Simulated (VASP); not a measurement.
Here is a VASP 6.6.1 calculation.

File INCAR:

```
SYSTEM = HfO2
PREC     = Accurate       ! precision mode
ENCUT    = 600            ! plane-wave cutoff, eV
EDIFF    = 1E-6           ! SCF threshold, eV
ISMEAR   = 0              ! smearing method
SIGMA    = 0.05           ! smearing width, eV
LREAL    = .False.        ! projectors in reciprocal space
LASPH    = .True.         ! aspherical terms in the spheres
NELM     = 120            ! most SCF steps
ALGO     = Normal         ! electronic algorithm
ISIF     = 2              ! what is computed and relaxed
LWAVE    = .False.        ! write WAVECAR
LCHARG   = .True.         ! write CHGCAR
GGA      = CA             ! functional
LELF     = .True.         ! ELF
LVHAR    = .True.       
NBANDS   = 18             ! bands
GGA_COMPAT= .False.
```

The input KPOINTS:

```
regular mesh
0
Gamma
  8 8 8
  0 0 0
```

File POSCAR:

```
HfO2
1.0
    0.0000000000      2.5575019374      2.5575019374
    2.5575019374      0.0000000000      2.5575019374
    2.5575019374      2.5575019374      0.0000000000
Hf O
1 2
Direct
    0.0000000000      0.0000000000      0.0000000000
    0.2500000000      0.2500000000      0.2500000000
    0.7500000000      0.7500000000      0.7500000000
```

Potentials or basis: VASP PAW LDA potentials, release 64 (Hf_pv, O).

Run with:

```console
$ cat potpaw_LDA.64/Hf_pv/POTCAR potpaw_LDA.64/O/POTCAR > POTCAR
$ mpirun -np 1 vasp_std > vasp.out
```

What does it give for the pressure?

-19.6 GPa.

Estimate the band gap on the k mesh.

3.53 eV.

Caveat: the cell stands under tension; spin-orbit coupling is left out, which moves the levels of the heavy elements. A k mesh can miss the band edges.
